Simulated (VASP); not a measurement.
A run of VASP 6.6.1 is set up as follows.

File INCAR:

```
SYSTEM = Na
  PREC = Accurate
  ENCUT = 600
  EDIFF = 1E-7
  ISMEAR = 0
  SIGMA = 0.1
  LREAL = .FALSE.
  LASPH = .TRUE.
  NELM = 80
  ALGO = Fast
  ISIF = 3
  LWAVE = .FALSE.
  LCHARG = .FALSE.
  GGA = PE
  IBRION = 2
  NSW = 80
  EDIFFG = -0.01
```

KPOINTS

```
regular mesh
0
G
  14 14 14
  0 0 0
```

File POSCAR:

```
Na
1.0
    0.0000000000      2.6156948750      2.6156948750
    2.6156948750      0.0000000000      2.6156948750
    2.6156948750      2.6156948750      0.0000000000
Na
1
Direct
    0.0000000000      0.0000000000      0.0000000000
```

Potentials or basis: VASP PAW PBE potentials, release 64 (Na_pv).

Run with:

```bash
$ cat potpaw_PBE.64/Na_pv/POTCAR > POTCAR
$ mpirun -np 1 vasp_std > vasp.out
```

Q: What does it give for the band gap on the k mesh?

A: Zero (an odd number of electrons rules out a gap without spin polarisation).

Q: Predict the relaxed volume.

A: 37.02 Å³/atom.

Q: Predict the relaxed cell.

A: a = 3.741 Å, b = 3.741 Å, c = 3.741 Å, α = 60.00°, β = 60.00°, γ = 60.00°.

Final structure:
```
Na
1.0
     0.00000    2.64523    2.64523
     2.64523    0.00000    2.64523
     2.64523    2.64523    0.00000
Na
1
Direct
  0.00000 0.00000 0.00000
```
